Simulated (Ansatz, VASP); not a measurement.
**Two plane-wave programs on CaO**

```xyz
2
Lattice="0.0000 2.3836 2.3836 2.3836 0.0000 2.3836 2.3836 2.3836 0.0000" Properties=species:S:1:pos:R:3 pbc="T T T"
Ca    0.0000    0.0000    0.0000
O     2.3836    2.3836    2.3836
```

Alike in both runs: functional PBEsol; k mesh 18 × 18 × 18; occupations fermi-dirac, width 0.05 eV; no spin polarisation.

Ansatz relaxed the structure, and its values are those at the end. VASP's run is a single point on that final structure, the one shown.

```csv
,VASP,Ansatz
version,VASP 6.6.1,Ansatz 0.2.0
potentials or method,"VASP PAW PBE potentials, release 64 (Ca_sv, O)","PAW with Ansatz's default frozen-core files, scalar-relativistic"
plane-wave cutoff (eV),520,420
valence electrons in the cell,16,16
```

|  | VASP | Ansatz | Ansatz less VASP |
| --- | --- | --- | --- |
| gap on the k mesh at the Fermi level (eV) | 3.52 | 3.54 | +0.022 |
| pressure (GPa) | 0.7 | 0.0 | -0.66 |

VASP's potentials were made for PBE, not for PBEsol.
